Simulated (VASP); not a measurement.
A run of VASP 6.6.1:

INCAR

```
PREC = Accurate
ENCUT = 520
EDIFF = 1E-7
ISMEAR = -1
SIGMA = 0.35
LREAL = False
LASPH = True
NELM = 100
ALGO = Normal
ISIF = 2
LWAVE = False
LCHARG = True
GGA = PS
LELF = True
LVHAR = True
NBANDS = 23
```

KPOINTS

```
Automatic mesh
0
Gamma
  6 6 6
```

File POSCAR:

```
KNaCl2
1.0
    2.1865949954      1.2624312092      6.2765480479
   -2.1865949954      1.2624312092      6.2765480479
    0.0000000000     -2.5248624184      6.2765480479
K Na Cl
1 1 2
Direct
    0.5000000000      0.5000000000      0.5000000000
    0.0000000000      0.0000000000      0.0000000000
    0.7412724837      0.7412724837      0.7412724837
    0.2587275163      0.2587275163      0.2587275163
```

Potentials or basis: VASP PAW PBE potentials, release 64 (K_sv, Na_pv, Cl).

Run with:

```bash
$ cat potpaw_PBE.64/K_sv/POTCAR potpaw_PBE.64/Na_pv/POTCAR potpaw_PBE.64/Cl/POTCAR > POTCAR
$ mpirun -np 1 vasp_std > vasp.out
```

Hardware: 1 thread of Intel(R) Xeon(R) Platinum 8375C CPU @ 2.90GHz (Ice Lake), on a shared host.

Problem. Estimate the wall time of this run.

Solution. Wall time 120 s on 1 thread of Intel(R) Xeon(R) Platinum 8375C CPU @ 2.90GHz (Ice Lake) (shared host), peak memory 0.37 GiB. Counts: scf iterations 15, k points 32.
